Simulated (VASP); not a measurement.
# MoS2 in VASP: notebook

MoS2 is run at these levels: PBE+D3(BJ); tasks: single point.

Everything below comes from runs of VASP 6.6.1. Logs are shortened: lines on timing, memory, paths and dates and some standing lists are left out, and cuts for length are marked.

### Step 1. The cell of the first run

The typed cell holds 6 atoms: a = 3.149 Å, b = 3.149 Å, c = 12.092 Å, α = 90.00°, β = 90.00°, γ = 120.00°.

### Step 2. Single point, PBE+D3(BJ)

Input file INCAR:

```
SYSTEM = MoS2
ALGO = Normal ; EDIFF = 1E-6
ENCUT = 520 ; GGA = PE
ISIF = 2 ; ISMEAR = 0
IVDW = 12 ; LASPH = .True.
LCHARG = .False. ; LREAL = .False.
LWAVE = .False. ; NBANDS = 35
NELM = 80 ; PREC = Accurate
SIGMA = 0.02
```

Input file KPOINTS:

```
k-points
0
Gamma
  12 12 2
  0 0 0
```

Input file POSCAR:

```
MoS2
1.0
    3.1492399692      0.0000000000      0.0000000000
   -1.5746199846      2.7273218159      0.0000000000
    0.0000000000      0.0000000000     12.0924767773
Mo S
2 4
Direct
    0.6666666667      0.3333333333      0.2499830734
    0.3333333333      0.6666666667      0.7500169266
    0.3333333333      0.6666666667      0.3794739857
    0.6666666667      0.3333333333      0.8795066432
    0.3333333333      0.6666666667      0.1204933568
    0.6666666667      0.3333333333      0.6205260143
```

Potentials or basis: VASP PAW PBE potentials, release 64 (Mo_sv, S).

Started as:

```console
> cat potpaw_PBE.64/Mo_sv/POTCAR potpaw_PBE.64/S/POTCAR > POTCAR
> mpirun -np 1 vasp_std > vasp.out
```

OUTCAR:

```text
SYSTEM = MoS2
   EDIFF = 1E-6
   ENCUT = 520
   GGA = PE
   ISIF = 2
   ISMEAR = 0
   IVDW = 12
   LASPH = .True.
   LREAL = .False.
   NELM = 80
   PREC = Accurate
 IVDW          = 12

 ion  position               nearest neighbor table
   1  0.667  0.333  0.250-   5 2.40   5 2.40   5 2.40   3 2.40   3 2.40   3 2.40
   2  0.333  0.667  0.750-   4 2.40   4 2.40   4 2.40   6 2.40   6 2.40   6 2.40
   3  0.333  0.667  0.379-   1 2.40   1 2.40   1 2.40
   4  0.667  0.333  0.880-   2 2.40   2 2.40   2 2.40
   5  0.333  0.667  0.120-   1 2.40   1 2.40   1 2.40
   6  0.667  0.333  0.621-   2 2.40   2 2.40   2 2.40

  LATTYP: Found a hexagonal cell.
 ALAT       =     3.1492399692
 C/A-ratio  =     3.8398079840

  Lattice vectors:

 A1 = (   3.1492399692,   0.0000000000,   0.0000000000)
 A2 = (  -1.5746199846,   2.7273218159,   0.0000000000)
 A3 = (   0.0000000000,   0.0000000000,  12.0924767773)

Analysis of symmetry for initial positions (statically):
=====================================================================
 Subroutine PRICEL returns:
 Original cell was already a primitive cell.

 Routine SETGRP: Setting up the symmetry group for a
 hexagonal supercell.

 Subroutine GETGRP returns: Found 12 space group operations
 (whereof 12 operations were pure point group operations)
 out of a pool of 24 trial point group operations.

The static configuration has the point symmetry D_3d.

Analysis of symmetry for dynamics (positions and initial velocities):
=====================================================================
 Subroutine PRICEL returns:
 Original cell was already a primitive cell.

 Routine SETGRP: Setting up the symmetry group for a
 hexagonal supercell.

 Subroutine GETGRP returns: Found 12 space group operations
 (whereof 12 operations were pure point group operations)
 out of a pool of 24 trial point group operations.

The dynamic configuration has the point symmetry D_3d.

 Subroutine INISYM returns: Found 12 space group operations
 (whereof 12 operations are pure point group operations),
 and found     1 'primitive' translations

[... 94 lines left out ...]
   ISTART =      0    job   : 0-new  1-cont  2-samecut
   ICHARG =      2    charge: 1-file 2-atom 10-const
   ISPIN  =      1    spin polarized calculation?
   LNONCOLLINEAR =      F non collinear calculations
   LSORBIT =      F    spin-orbit coupling
   LASPH  =      T    aspherical Exc in radial PAW
   ENCUT  =  520.0 eV  38.22 Ry    6.18 a.u.   5.86  5.86 22.48*2*pi/ulx,y,z
   NELM   =     80;   NELMIN=  2; NELMDL= -5     # of ELM steps
   EDIFF  = 0.1E-05   stopping-criterion for ELM
   LREAL  =      F    real-space projection
[... 7 lines left out ...]
   TEBEG  =    0.0;   TEEND  =   0.0 temperature during run
   PSTRESS=    0.0 pullay stress
   NELECT =      52.0000    total number of electrons
   NUPDOWN=      -1.0000    fix difference up-down
   EMIN   =  10.00;   EMAX   =-10.00  energy-range for DOS
   EFERMI =   0.00;   METHOD = LEGACY
   ISMEAR =     0;   SIGMA  =   0.02  broadening in eV -4-tet -1-fermi 0-gaus
   EFERMI_NEDOS =   21; number of points for ismear=-14 and -15
   IALGO  =     38    algorithm
   IMIX   =      4    mixing-type and parameters
     AMIX     =   0.40;   BMIX     =  1.00
     AMIX_MAG =   1.60;   BMIX_MAG =  1.00
  volume/ion in A,a.u.               =      17.31       116.82
  Fermi-wavevector in a.u.,A,eV,Ry     =   1.299941  2.456531 22.991742  1.689845
  Thomas-Fermi vector in A             =   2.431172
   LORBIT       =      0    0 simple, 1 ext, 2 COOP (PROOUT), +10 PAW based schemes
   GGA     = PE    functional components
   LHFCALC =     F    Hartree Fock is set to
   AEXX    =    0.0000 exact exchange contribution
   IVDW    =    12    specifies the selected vdW correction
   LEPSILON=     F    determine dielectric tensor
   LRPA    =     F    only Hartree local field effects (RPA)
 non-spin polarized calculation
 Gauss-broadening in eV      SIGMA  =   0.02
  energy-cutoff  :      520.00
  volume of cell :      103.86
 maximum number of plane-waves:      2820
 NGX is ok and might be reduce to    24
   NGX = 11   NGY = 11   NGZ = 45

 number of electron      52.0000003 magnetization

 Free energy of the ion-electron system (eV)
  ---------------------------------------------------
  ext. energy  EPLUGINS =         0.00000000
  ---------------------------------------------------
  free energy    TOTEN  =       -43.54550376 eV

  energy without entropy =      -43.54550376  energy(sigma->0) =      -43.54550376

 E-fermi :   8.0477     XC(G=0): -11.0136

 val. band max:        7.9437866230   @ k =   0.0000   0.0000   0.0000
 cond. band min:       8.7450747988   @ k =   0.1667   0.1667   0.0000
 fundamental gap:      0.8012881758
 Fermi energy:         8.0476991578

 k-point     1 :       0.0000    0.0000    0.0000
  band No.  band energies     occupation
      1     -53.5930      2.00000
      2     -53.5930      2.00000
      3     -27.7568      2.00000
      4     -27.7567      2.00000
      5     -27.5152      2.00000
      6     -27.5152      2.00000
[... 901 lines left out ...]
     34      11.3914      0.00000
     35      14.5770      0.00000

 [... further k-points ...]

------------------------ aborting loop because EDIFF is reached ----------------------------------------

 Edisp (eV)   -2.62466

 E8    (eV) :    -1.0583

  FORCE on cell =-STRESS in cart. coord.  units (eV):
  Direction    XX          YY          ZZ          XY          YZ          ZX
  --------------------------------------------------------------------------------------
  -------------------------------------------------------------------------------------
  Total      -0.07946    -0.07946    -0.12559     0.00000     0.00000     0.00000
  in kB      -1.22574    -1.22574    -1.93735     0.00000     0.00000     0.00000
  external pressure =       -1.46 kB  Pullay stress =        0.00 kB

 VOLUME and BASIS-vectors are now :
 -----------------------------------------------------------------------------
  energy-cutoff  :      520.00
  volume of cell :      103.86
      direct lattice vectors                 reciprocal lattice vectors
     3.149239969  0.000000000  0.000000000     0.317536933  0.183330034  0.000000000
    -1.574619985  2.727321816  0.000000000     0.000000000  0.366660067  0.000000000
     0.000000000  0.000000000 12.092476777     0.000000000  0.000000000  0.082696045

 POSITION                                       TOTAL-FORCE (eV/Angst)
 -----------------------------------------------------------------------------------
      1.57462      0.90911      3.02291         0.000000     -0.000000      0.000328
     -0.00000      1.81821      9.06956        -0.000000      0.000000     -0.000328
     -0.00000      1.81821      4.58878         0.000000      0.000000     -0.012892
      1.57462      0.90911     10.63541        -0.000000     -0.000000     -0.013041
     -0.00000      1.81821      1.45706         0.000000      0.000000      0.013041
      1.57462      0.90911      7.50370        -0.000000     -0.000000      0.012892
 -----------------------------------------------------------------------------------
    total drift:                                0.000000     -0.000000      0.000000

  FREE ENERGIE OF THE ION-ELECTRON SYSTEM (eV)
  ---------------------------------------------------
  free  energy   TOTEN  =       -46.1701643918 eV

  energy  without entropy=      -46.1701643918  energy(sigma->0) =      -46.17016439
```

OSZICAR:

```text
N       E                     dE             d eps       ncg     rms          rms(c)
DAV:   1     0.450946522362E+03    0.45095E+03   -0.29390E+04  2908   0.142E+03
DAV:   2    -0.235049824150E+02   -0.47445E+03   -0.45869E+03  3222   0.372E+02
DAV:   3    -0.459789473572E+02   -0.22474E+02   -0.22053E+02  3212   0.742E+01
DAV:   4    -0.464185212853E+02   -0.43957E+00   -0.43824E+00  3182   0.106E+01
DAV:   5    -0.464266496158E+02   -0.81283E-02   -0.81268E-02  3135   0.144E+00    0.348E+01
DAV:   6    -0.443068825360E+02    0.21198E+01   -0.12032E+01  2900   0.223E+01    0.128E+01
DAV:   7    -0.439231965306E+02    0.38369E+00   -0.57333E+00  2851   0.146E+01    0.830E+00
DAV:   8    -0.435432322632E+02    0.37996E+00   -0.88810E-01  2845   0.636E+00    0.304E+00
DAV:   9    -0.435545099558E+02   -0.11278E-01   -0.10518E-01  3066   0.162E+00    0.136E+00
DAV:  10    -0.435455363156E+02    0.89736E-02   -0.35633E-02  2884   0.127E+00    0.393E-01
DAV:  11    -0.435456681335E+02   -0.13182E-03   -0.20061E-03  2957   0.239E-01    0.221E-01
DAV:  12    -0.435455027277E+02    0.16541E-03   -0.39909E-04  2971   0.116E-01    0.120E-01
DAV:  13    -0.435455003152E+02    0.24124E-05   -0.16525E-04  3004   0.654E-02    0.705E-03
DAV:  14    -0.435455032282E+02   -0.29129E-05   -0.10882E-05  2663   0.156E-02    0.177E-02
DAV:  15    -0.435455037581E+02   -0.52989E-06   -0.76239E-07  1917   0.445E-03
   1 F= -.46170164E+02 E0= -.46170164E+02  d E =-.740430E-16
```

stdout:

```text
POSCAR found type information on POSCAR MoS
 POSCAR found :  2 types and       6 ions
 scaLAPACK will be used
 LDA part: xc-table for (Slater+PW92), standard interpolation
 POSCAR, INCAR and KPOINTS ok, starting setup
 FFT: planning ... GRIDC
 FFT: planning ... GRID_SOFT
 FFT: planning ... GRID
 WAVECAR not read
 entering main loop
```

It took 2.3 min on 1 thread of AMD EPYC 7R13 (Zen 3), shared host; peak memory 0.25 GiB.

What came out:

* Free energy: -46.1702 eV
* Pressure: -0.1 GPa
* Largest force: 0.013 eV/Å
* Band gap on the k mesh: 0.80 eV (least direct gap 1.71 eV)
* Dispersion energy per atom: -0.437 eV

Forces on the atoms (eV/Å):
```
Mo   0.000  0.000  0.000
Mo   0.000  0.000  0.000
S    0.000  0.000 -0.013
S    0.000  0.000 -0.013
S    0.000  0.000  0.013
S    0.000  0.000  0.013
```

A k mesh can miss the band edges.

### Step 3. Single point, PBE+D3(BJ)

Input file INCAR:

```
SYSTEM = MoS2
PREC     = Accurate       ! precision mode
ENCUT    = 520            ! plane-wave cutoff, eV
EDIFF    = 1E-7           ! SCF threshold, eV
ISMEAR   = 0              ! smearing method
SIGMA    = 0.02           ! smearing width, eV
LREAL    = .False.        ! projectors in reciprocal space
LASPH    = .True.         ! aspherical terms in the spheres
NELM     = 100            ! most SCF steps
ALGO     = Normal         ! electronic algorithm
ISIF     = 2              ! what is computed and relaxed
LWAVE    = .False.        ! write WAVECAR
LCHARG   = .False.        ! write CHGCAR
GGA      = PE             ! functional
IVDW     = 12             ! dispersion correction
NBANDS   = 35             ! bands
```

Input file KPOINTS:

```
Automatic mesh
0
Gamma
  12 12 4
  0 0 0
```

Input file POSCAR:

```
MoS2
1.0
    3.1492399692      0.0000000000      0.0000000000
   -1.5746199846      2.7273218159      0.0000000000
    0.0000000000      0.0000000000     12.0924767773
Mo S
2 4
Direct
    0.6666666667      0.3333333333      0.2500000000
    0.3333333333      0.6666666667      0.7500000000
    0.3333333333      0.6666666667      0.3794739857
    0.6666666667      0.3333333333      0.8794739857
    0.3333333333      0.6666666667      0.1205260143
    0.6666666667      0.3333333333      0.6205260143
```

Potentials or basis: VASP PAW PBE potentials, release 64 (Mo_sv, S).

Started as:

```console
> cat potpaw_PBE.64/Mo_sv/POTCAR potpaw_PBE.64/S/POTCAR > POTCAR
> mpirun -np 1 vasp_std > vasp.out
```

Wall time 3.2 min (1 thread of AMD EPYC 7R13 (Zen 3), shared host); peak memory 0.29 GiB.

It converged, with:

* Free energy: -46.1704 eV
* Pressure: -0.1 GPa
* Largest force: 0.009 eV/Å
* Band gap on the k mesh: 0.80 eV (least direct gap 1.70 eV)
* Dispersion energy per atom: -0.437 eV

Forces on the atoms (eV/Å):
```
Mo   0.000  0.000  0.000
Mo   0.000  0.000  0.000
S    0.000  0.000 -0.009
S    0.000  0.000 -0.009
S    0.000  0.000  0.009
S    0.000  0.000  0.009
```

Levels at points of the mesh, in eV from the valence-band top:
```tsv
k point	band 24	band 25	band 26	band 27	band 28	band 29
(0.00, 0.00, 0.00)	-1.27	-1.11	0.00	2.09	2.09	2.13
(0.50, 0.00, 0.00)	-1.52	-1.49	-1.33	1.62	1.68	2.00
(0.00, 0.00, 0.50)	-2.18	-0.27	-0.27	2.10	2.10	2.10
(0.50, 0.00, 0.50)	-1.65	-1.40	-1.40	1.65	1.65	2.17
```

A k mesh can miss the band edges.
